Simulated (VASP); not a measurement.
# CsSmF4 (F-43m) in VASP: further runs

The runs below take CsSmF4 through single point, with PBE.

Everything below comes from runs of VASP 6.6.1. Logs are shortened: lines on timing, memory, paths and dates and some standing lists are left out, and cuts for length are marked.

## Step 1: The cell of the first run

The structure is cubic, space group F-43m (No. 216). The conventional cell has a = 7.066 Å, b = 7.066 Å, c = 7.066 Å, α = 90.00°, β = 90.00°, γ = 90.00°. Cs (site symmetry -43m) has 12 F at 2.93 Å and 4 Sm at 3.06 Å within 3.9 Å. Sm (site symmetry -43m) has 12 F at 2.93 Å and 4 Cs at 3.06 Å within 3.9 Å. F (site symmetry 3m) has 6 F at 2.47 to 2.53 Å and 3 Sm at 2.93 Å and 3 Cs at 2.93 Å within 3.3 Å.

The cell was built from a structure type or drawn by symmetry, and may not be a known phase.

## Step 2: Single point, PBE

INCAR reads:

```
PREC     = Accurate       # precision mode
ENCUT    = 600            # plane-wave cutoff, eV
EDIFF    = 1E-6           # SCF threshold, eV
ISMEAR   = 0              # smearing method
SIGMA    = 0.1            # smearing width, eV
LREAL    = False          # projectors in reciprocal space
LASPH    = True           # aspherical terms in the spheres
NELM     = 200            # most SCF steps
ALGO     = Normal         # electronic algorithm
ISIF     = 2              # what is computed and relaxed
LWAVE    = False          # write WAVECAR
LCHARG   = True           # write CHGCAR
GGA      = PE             # functional
LELF     = True           # ELF
LVHAR    = True         
NBANDS   = 33             # bands
GGA_COMPAT= False        
LMAXMIX  = 6              # l up to which the mixer works
```

KPOINTS reads:

```
Automatic mesh
0
Gamma
  4 4 4
```

POSCAR reads:

```
CsSmF4
1.0
    0.0000000000      3.5330888100      3.5330888100
    3.5330888100      0.0000000000      3.5330888100
    3.5330888100      3.5330888100      0.0000000000
Cs Sm F
1 1 4
Direct
    0.2500000000      0.2500000000      0.2500000000
    0.0000000000      0.0000000000      0.0000000000
    0.6264391711      0.6264391711      0.1206824868
    0.6264391711      0.1206824868      0.6264391711
    0.1206824868      0.6264391711      0.6264391711
    0.6264391711      0.6264391711      0.6264391711
```

Potentials or basis: VASP PAW PBE potentials, release 64 (Cs_sv, Sm_3, F), 4f in core.

Launch:

```sh
$ cat potpaw_PBE.64/Cs_sv/POTCAR potpaw_PBE.64/Sm_3/POTCAR potpaw_PBE.64/F/POTCAR > POTCAR
$ mpirun -np 1 vasp_std > vasp.out
```

OUTCAR:

```text
PREC = Accurate
   ENCUT = 600
   EDIFF = 1E-6
   ISMEAR = 0
   LREAL = False
   LASPH = True
   NELM = 200
   ISIF = 2
   GGA = PE

 ion  position               nearest neighbor table
   1  0.250  0.250  0.250-   2 3.06   2 3.06   2 3.06   2 3.06
   2  0.000  0.000  0.000-   1 3.06   1 3.06   1 3.06   1 3.06
   3  0.626  0.626  0.121-
   4  0.626  0.121  0.626-
   5  0.121  0.626  0.626-
   6  0.626  0.626  0.626-

  LATTYP: Found a face centered cubic cell.
 ALAT       =     7.0661776200

  Lattice vectors:

 A1 = (   0.0000000000,   3.5330888100,   3.5330888100)
 A2 = (   3.5330888100,   0.0000000000,   3.5330888100)
 A3 = (   3.5330888100,   3.5330888100,   0.0000000000)

Analysis of symmetry for initial positions (statically):
=====================================================================
 Subroutine PRICEL returns:
 Original cell was already a primitive cell.

 Routine SETGRP: Setting up the symmetry group for a
 face centered cubic supercell.

 Subroutine GETGRP returns: Found 24 space group operations
 (whereof 24 operations were pure point group operations)
 out of a pool of 48 trial point group operations.

The static configuration has the point symmetry T_d .

Analysis of symmetry for dynamics (positions and initial velocities):
=====================================================================
 Subroutine PRICEL returns:
 Original cell was already a primitive cell.

 Routine SETGRP: Setting up the symmetry group for a
 face centered cubic supercell.

 Subroutine GETGRP returns: Found 24 space group operations
 (whereof 24 operations were pure point group operations)
 out of a pool of 48 trial point group operations.

The dynamic configuration has the point symmetry T_d .

 Subroutine INISYM returns: Found 24 space group operations
 (whereof 24 operations are pure point group operations),
 and found     1 'primitive' translations

----------------------------------------------------------------------------------------

                                     Primitive cell

  volume of cell :      88.2051

[... 75 lines left out ...]
   LSORBIT =      F    spin-orbit coupling
   LASPH  =      T    aspherical Exc in radial PAW
   ENCUT  =  600.0 eV  44.10 Ry    6.64 a.u.   9.98  9.98  9.98*2*pi/ulx,y,z
   NELM   =    200;   NELMIN=  2; NELMDL= -5     # of ELM steps
   EDIFF  = 0.1E-05   stopping-criterion for ELM
   LREAL  =      F    real-space projection
   EDIFFG = 0.1E-04   stopping-criterion for IOM
   NSW    =      0    number of steps for IOM
   IBRION =     -1    ionic relax: 0-MD 1-quasi-New 2-CG
   NFREE  =      0    steps in history (QN), initial steepest desc. (CG)
   ISIF   =      2    stress and relaxation
   ISYM   =      2    0-nonsym 1-usesym 2-fastsym
   POTIM  = 0.5000    time-step for ionic-motion
   TEBEG  =    0.0;   TEEND  =   0.0 temperature during run
   PSTRESS=    0.0 pullay stress
   NELECT =      48.0000    total number of electrons
   NUPDOWN=      -1.0000    fix difference up-down
   EMIN   =  10.00;   EMAX   =-10.00  energy-range for DOS
   EFERMI =   0.00;   METHOD = LEGACY
   ISMEAR =     0;   SIGMA  =   0.10  broadening in eV -4-tet -1-fermi 0-gaus
   EFERMI_NEDOS =   21; number of points for ismear=-14 and -15
   IALGO  =     38    algorithm
   IMIX   =      4    mixing-type and parameters
     AMIX     =   0.40;   BMIX     =  1.00
     AMIX_MAG =   1.60;   BMIX_MAG =  1.00
  volume/ion in A,a.u.               =      14.70        99.21
  Fermi-wavevector in a.u.,A,eV,Ry     =   1.336567  2.525745 24.305597  1.786411
  Thomas-Fermi vector in A             =   2.465183
   LORBIT       =      0    0 simple, 1 ext, 2 COOP (PROOUT), +10 PAW based schemes
   GGA     = PE    functional components
   LHFCALC =     F    Hartree Fock is set to
   AEXX    =    0.0000 exact exchange contribution
   IVDW    =     0    specifies the selected vdW correction
   LEPSILON=     F    determine dielectric tensor
   LRPA    =     F    only Hartree local field effects (RPA)
 non-spin polarized calculation
 Gauss-broadening in eV      SIGMA  =   0.10
  energy-cutoff  :      600.00
  volume of cell :       88.21
 maximum number of plane-waves:      2954
   NGX = 19   NGY = 19   NGZ = 19

 number of electron      48.0000005 magnetization

 Free energy of the ion-electron system (eV)
  ---------------------------------------------------
  ext. energy  EPLUGINS =         0.00000000
  ---------------------------------------------------
  free energy    TOTEN  =       -24.98472775 eV

  energy without entropy =      -24.98472775  energy(sigma->0) =      -24.98472775

 E-fermi :   2.9962     XC(G=0): -10.7061

 val. band max:        2.4278851548   @ k =   0.0000   0.0000   0.0000
 cond. band min:       4.4613832096   @ k =  -0.2500   0.5000   0.2500
 fundamental gap:      2.0334980548
 Fermi energy:         2.9962357507

 k-point     1 :       0.0000    0.0000    0.0000
  band No.  band energies     occupation
      1     -40.2769      2.00000
      2     -19.6307      2.00000
      3     -19.5087      2.00000
      4     -19.5087      2.00000
      5     -19.5087      2.00000
      6     -18.1616      2.00000
[... 277 lines left out ...]
     32      10.2144      0.00000
     33      12.5449      0.00000

------------------------ aborting loop because EDIFF is reached ----------------------------------------

  FORCE on cell =-STRESS in cart. coord.  units (eV):
  Direction    XX          YY          ZZ          XY          YZ          ZX
  --------------------------------------------------------------------------------------
  -------------------------------------------------------------------------------------
  Total       -0.0587554     -0.0587554     -0.0587554      0.0000000      0.0000000      0.0000000
  in kB       -1.0672469     -1.0672469     -1.0672469      0.0000000      0.0000000      0.0000000
  external PRESSURE =      -1.0672469 kB  Pullay stress =       0.0000000 kB

 VOLUME and BASIS-vectors are now :
 -----------------------------------------------------------------------------
  energy-cutoff  :      600.00
  volume of cell :       88.21
      direct lattice vectors                 reciprocal lattice vectors
     0.000000000  3.533088810  3.533088810    -0.141519228  0.141519228  0.141519228
     3.533088810  0.000000000  3.533088810     0.141519228 -0.141519228  0.141519228
     3.533088810  3.533088810  0.000000000     0.141519228  0.141519228 -0.141519228

 POSITION                                       TOTAL-FORCE (eV/Angst)
 -----------------------------------------------------------------------------------
      1.76654      1.76654      1.76654        -0.000000     -0.000000     -0.000000
      0.00000      0.00000      0.00000        -0.000000     -0.000000     -0.000000
      2.63965      2.63965      4.42653        -0.002543     -0.002543      0.002543
      2.63965      4.42653      2.63965        -0.002543      0.002543     -0.002543
      4.42653      2.63965      2.63965         0.002543     -0.002543     -0.002543
      4.42653      4.42653      4.42653         0.002543      0.002543      0.002543
 -----------------------------------------------------------------------------------
    total drift:                               -0.000001     -0.000001     -0.000000

  FREE ENERGIE OF THE ION-ELECTRON SYSTEM (eV)
  ---------------------------------------------------
  free  energy   TOTEN  =       -24.9847277459 eV

  energy  without entropy=      -24.9847277459  energy(sigma->0) =      -24.98472775
```

stdout:

```text
POSCAR found type information on POSCAR CsSmF
 POSCAR found :  3 types and       6 ions
 scaLAPACK will be used
 LDA part: xc-table for (Slater+PW92), standard interpolation
 POSCAR, INCAR and KPOINTS ok, starting setup
 FFT: planning ... GRIDC
 FFT: planning ... GRID_SOFT
 FFT: planning ... GRID
 WAVECAR not read
 entering main loop
```

Run time: 38 s. Hardware: 1 thread of Intel Xeon Platinum 8488C (Sapphire Rapids), shared host; peak memory 0.24 GiB.

Results:

| Property | Result |
| --- | --- |
| Free energy | -24.9847 eV |
| Pressure | -0.1 GPa |
| Largest force | 0.004 eV/Å |
| Band gap on the k mesh | 2.03 eV (least direct gap 2.21 eV) |

Forces on the atoms (eV/Å):
```
Cs   0.000  0.000  0.000
Sm   0.000  0.000  0.000
F   -0.003 -0.003  0.003
F   -0.003  0.003 -0.003
F    0.003 -0.003 -0.003
F    0.003  0.003  0.003
```

Caveat: spin-orbit coupling is left out, which moves the levels of the heavy elements; the 4f electrons are frozen in the core, so they carry no moment and show no levels. Spin polarisation is off, so any magnetic state and its effect on volume and gap are missing.

## Step 3: Single point, PBE

This run uses another cell than the first one, of 19.51 Å³/atom.

INCAR reads:

```
  PREC = Accurate
  ENCUT = 600
  EDIFF = 1E-6
  ISMEAR = 0
  SIGMA = 0.1
  LREAL = F
  LASPH = T
  NELM = 200
  ALGO = Normal
  ISIF = 2
  LWAVE = F
  LCHARG = F
  GGA = PE
  NBANDS = 33
  GGA_COMPAT = F
  LMAXMIX = 6
```

KPOINTS reads:

```
regular mesh
0
Gamma
  4 4 4
```

POSCAR reads:

```
CsSmF4
1.0
    0.0000000000      3.8829206500      3.8829206500
    3.8829206500      0.0000000000      3.8829206500
    3.8829206500      3.8829206500      0.0000000000
Cs Sm F
1 1 4
Direct
    0.2500000000      0.2500000000      0.2500000000
    0.0000000000      0.0000000000      0.0000000000
    0.6257400000      0.6257400000      0.1227800000
    0.6257400000      0.1227800000      0.6257400000
    0.1227800000      0.6257400000      0.6257400000
    0.6257400000      0.6257400000      0.6257400000
```

Potentials or basis: VASP PAW PBE potentials, release 64 (Cs_sv, Sm_3, F), 4f in core.

Launch:

```sh
$ cat potpaw_PBE.64/Cs_sv/POTCAR potpaw_PBE.64/Sm_3/POTCAR potpaw_PBE.64/F/POTCAR > POTCAR
$ mpirun -np 1 vasp_std > vasp.out
```

OUTCAR:

```text
PREC = Accurate
   ENCUT = 600
   EDIFF = 1E-6
   ISMEAR = 0
   LREAL = F
   LASPH = T
   NELM = 200
   ISIF = 2
   GGA = PE

 ion  position               nearest neighbor table
   1  0.250  0.250  0.250-   2 3.36   2 3.36   2 3.36   2 3.36
   2  0.000  0.000  0.000-   1 3.36   1 3.36   1 3.36   1 3.36
   3  0.626  0.626  0.123-
   4  0.626  0.123  0.626-
   5  0.123  0.626  0.626-
   6  0.626  0.626  0.626-

  LATTYP: Found a face centered cubic cell.
 ALAT       =     7.7658413000

  Lattice vectors:

 A1 = (   0.0000000000,   3.8829206500,   3.8829206500)
 A2 = (   3.8829206500,   0.0000000000,   3.8829206500)
 A3 = (   3.8829206500,   3.8829206500,   0.0000000000)

Analysis of symmetry for initial positions (statically):
=====================================================================
 Subroutine PRICEL returns:
 Original cell was already a primitive cell.

 Routine SETGRP: Setting up the symmetry group for a
 face centered cubic supercell.

 Subroutine GETGRP returns: Found 24 space group operations
 (whereof 24 operations were pure point group operations)
 out of a pool of 48 trial point group operations.

The static configuration has the point symmetry T_d .

Analysis of symmetry for dynamics (positions and initial velocities):
=====================================================================
 Subroutine PRICEL returns:
 Original cell was already a primitive cell.

 Routine SETGRP: Setting up the symmetry group for a
 face centered cubic supercell.

 Subroutine GETGRP returns: Found 24 space group operations
 (whereof 24 operations were pure point group operations)
 out of a pool of 48 trial point group operations.

The dynamic configuration has the point symmetry T_d .

 Subroutine INISYM returns: Found 24 space group operations
 (whereof 24 operations are pure point group operations),
 and found     1 'primitive' translations

[... 107 lines left out ...]
  Fermi-wavevector in a.u.,A,eV,Ry     =   1.216149  2.298188 20.123262  1.479018
  Thomas-Fermi vector in A             =   2.351512
   LORBIT       =      0    0 simple, 1 ext, 2 COOP (PROOUT), +10 PAW based schemes
   GGA     = PE    functional components
   LHFCALC =     F    Hartree Fock is set to
   AEXX    =    0.0000 exact exchange contribution
   IVDW    =     0    specifies the selected vdW correction
   LEPSILON=     F    determine dielectric tensor
   LRPA    =     F    only Hartree local field effects (RPA)
 non-spin polarized calculation
 Gauss-broadening in eV      SIGMA  =   0.10
  energy-cutoff  :      600.00
  volume of cell :      117.09
 maximum number of plane-waves:      3928
 NGX is ok and might be reduce to    48
   NGX = 21   NGY = 21   NGZ = 21

 number of electron      48.0000007 magnetization

 Free energy of the ion-electron system (eV)
  ---------------------------------------------------
  ext. energy  EPLUGINS =         0.00000000
  ---------------------------------------------------
  free energy    TOTEN  =       -23.71194450 eV

  energy without entropy =      -23.71194450  energy(sigma->0) =      -23.71194450

 E-fermi :   1.1212     XC(G=0):  -9.2617

 val. band max:        0.5906841124   @ k =   0.0000   0.0000   0.0000
 cond. band min:       1.9307613485   @ k =   0.2500   0.2500   0.0000
 fundamental gap:      1.3400772361
 Fermi energy:         1.1211892316

 k-point     1 :       0.0000    0.0000    0.0000
  band No.  band energies     occupation
      1     -43.2138      2.00000
      2     -22.3280      2.00000
      3     -22.3280      2.00000
      4     -22.3280      2.00000
      5     -20.9392      2.00000
      6     -19.5351      2.00000
[... 277 lines left out ...]
     32       7.2791      0.00000
     33       8.5857      0.00000

------------------------ aborting loop because EDIFF is reached ----------------------------------------

  FORCE on cell =-STRESS in cart. coord.  units (eV):
  Direction    XX          YY          ZZ          XY          YZ          ZX
  --------------------------------------------------------------------------------------
  -------------------------------------------------------------------------------------
  Total       -8.0661355     -8.0661355     -8.0661355     -0.0000000      0.0000000     -0.0000000
  in kB     -110.3749588   -110.3749588   -110.3749588     -0.0000000      0.0000000     -0.0000000
  external PRESSURE =    -110.3749588 kB  Pullay stress =       0.0000000 kB

 VOLUME and BASIS-vectors are now :
 -----------------------------------------------------------------------------
  energy-cutoff  :      600.00
  volume of cell :      117.09
      direct lattice vectors                 reciprocal lattice vectors
     0.000000000  3.882920650  3.882920650    -0.128769049  0.128769049  0.128769049
     3.882920650  0.000000000  3.882920650     0.128769049 -0.128769049  0.128769049
     3.882920650  3.882920650  0.000000000     0.128769049  0.128769049 -0.128769049

 POSITION                                       TOTAL-FORCE (eV/Angst)
 -----------------------------------------------------------------------------------
      1.94146      1.94146      1.94146        -0.000000     -0.000000     -0.000000
      0.00000      0.00000      0.00000        -0.000000     -0.000000     -0.000000
      2.90644      2.90644      4.85940        -0.086313     -0.086313      0.086313
      2.90644      4.85940      2.90644        -0.086313      0.086313     -0.086313
      4.85940      2.90644      2.90644         0.086313     -0.086313     -0.086313
      4.85940      4.85940      4.85940         0.086313      0.086313      0.086313
 -----------------------------------------------------------------------------------
    total drift:                               -0.000000     -0.000000     -0.000000

  FREE ENERGIE OF THE ION-ELECTRON SYSTEM (eV)
  ---------------------------------------------------
  free  energy   TOTEN  =       -23.7119444982 eV

  energy  without entropy=      -23.7119444982  energy(sigma->0) =      -23.71194450
```

stdout:

```text
POSCAR found type information on POSCAR CsSmF
 POSCAR found :  3 types and       6 ions
 scaLAPACK will be used
 LDA part: xc-table for (Slater+PW92), standard interpolation
 POSCAR, INCAR and KPOINTS ok, starting setup
 FFT: planning ... GRIDC
 FFT: planning ... GRID_SOFT
 FFT: planning ... GRID
 WAVECAR not read
 entering main loop
```

Run time: 48 s. Hardware: 1 thread of Intel Xeon Platinum 8488C (Sapphire Rapids), shared host; peak memory 0.34 GiB.

What came out:

* Free energy: -23.7119 eV
* Pressure: -11.0 GPa
* Largest force: 0.149 eV/Å
* Band gap on the k mesh: 1.34 eV (least direct gap 1.42 eV)

Forces on the atoms (eV/Å):
```
Cs   0.000  0.000  0.000
Sm   0.000  0.000  0.000
F   -0.086 -0.086  0.086
F   -0.086  0.086 -0.086
F    0.086 -0.086 -0.086
F    0.086  0.086  0.086
```

Levels at points of the mesh, in eV from the valence-band top:
```
           k point  band 21  band 22  band 23  band 24  band 25  band 26  band 27  band 28
(0.00, 0.00, 0.00)    -0.90     0.00     0.00     0.00     1.93     1.93     1.93     1.98
(0.50, 0.00, 0.00)    -0.94    -0.89    -0.07    -0.07     1.35     1.86     1.86     2.01
(0.50, 0.50, 0.00)    -1.40    -1.25    -0.14    -0.14     1.51     1.57     1.63     1.63
```

Caveat: the cell stands under tension; spin-orbit coupling is left out, which moves the levels of the heavy elements; the 4f electrons are frozen in the core, so they carry no moment and show no levels.
